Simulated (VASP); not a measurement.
Set up this calculation in VASP 6.6.1, as the native input.

| Quantity | Value |
| --- | --- |
| Task | single point |
| Functional | PBEsol |
| Potentials or basis | VASP PAW PBE potentials, release 64 (In_d, Sb) |
| Cutoff | 520 eV |
| k mesh | 8 × 8 × 8 |
| Occupations | gaussian, width 0.15 eV |
| Spin | no spin polarisation |
| Dipole correction | no |
| Further INCAR settings | ALGO = Normal; EDIFF = 1e-06; NBANDS = 22 |

The structure of InSb3 lies in POSCAR:

```
InSb3
1.0
    4.8703161756     -0.0550865859     -0.0550865859
   -0.0550865859      4.8703161756     -0.0550865859
   -0.0550865859     -0.0550865859      4.8703161756
In Sb
1 3
Direct
    0.0000000000      0.0000000000      0.0000000000
    0.5000000000      0.0000000000      0.5000000000
    0.0000000000      0.5000000000      0.5000000000
    0.5000000000      0.5000000000      0.0000000000
```

The input as run:

INCAR

```
PREC = Accurate ; ENCUT = 520
EDIFF = 1E-6 ; ISMEAR = 0
SIGMA = 0.15 ; LREAL = False
LASPH = True ; NELM = 80
ALGO = Normal ; ISIF = 2
LWAVE = False ; LCHARG = True
GGA = PS ; LELF = True
LVHAR = True ; NBANDS = 22
```

KPOINTS

```
regular mesh
0
Gamma
  8 8 8
```

Potentials or basis: VASP PAW PBE potentials, release 64 (In_d, Sb).

The run is started by

```bash
$ cat potpaw_PBE.64/In_d/POTCAR potpaw_PBE.64/Sb/POTCAR > POTCAR
$ mpirun -np 1 vasp_std > vasp.out
```

Results of the run:

```yaml
Pressure: -4.3 GPa
Band_gap_on_the_k_mesh: zero (band 14 reaches 10.35 eV, above the bottom of band 15 at 6.18 eV)
```

Caveat: the PAW data sets were made with another functional, which shifts forces and pressure a little; spin-orbit coupling is left out, which moves the levels of the heavy elements.

It took 2.4 min on 1 thread of AMD EPYC 7R13 (shared host), peak memory 0.28 GiB.
